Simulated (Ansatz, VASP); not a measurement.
# Os in VASP and in Ansatz

```
CELL_PARAMETERS angstrom
2.75278 0.00000 0.00000
-1.37639 2.38398 0.00000
0.00000 0.00000 13.05273
ATOMIC_POSITIONS crystal
Os 0.00000 0.00000 0.00000
Os 0.33333 0.66667 0.16667
Os 0.66667 0.33333 0.33333
Os 0.00000 0.00000 0.50000
Os 0.66667 0.33333 0.66667
Os 0.33333 0.66667 0.83333
```

Alike in both runs: task relaxation of cell and atoms; functional PBE; k mesh 18 × 18 × 4; occupations gaussian, width 0.1 eV; no spin polarisation.

|  | VASP | Ansatz |
| --- | --- | --- |
| version | VASP 6.6.1 | Ansatz 0.2.0 |
| potentials or method | VASP PAW PBE potentials, release 64 (Os), cutoff 600 eV | scalar-relativistic, plane waves, PAW |
| valence electrons in the cell | 48 | 96 |

|  | VASP | Ansatz | Ansatz less VASP |
| --- | --- | --- | --- |
| gap on the k mesh at the Fermi level, each at its own relaxed structure (eV) | none | none | - |
| relaxed volume (Å³/atom) | 14.35 | 14.35 | +0.001 |
| relaxed cell length with the largest relative difference (Å) | 13.239 | 13.239 | +0.0004 |

A gap of «none» marks a metal or a gap that the smearing closes. VASP's potentials hold 48 valence electrons a cell and Ansatz's 96, so a difference there can come from the potentials and not from the codes.

Neither program's run includes spin-orbit coupling. Noted on VASP's run: too few bands were computed for a metal, which touches its energy and stress.
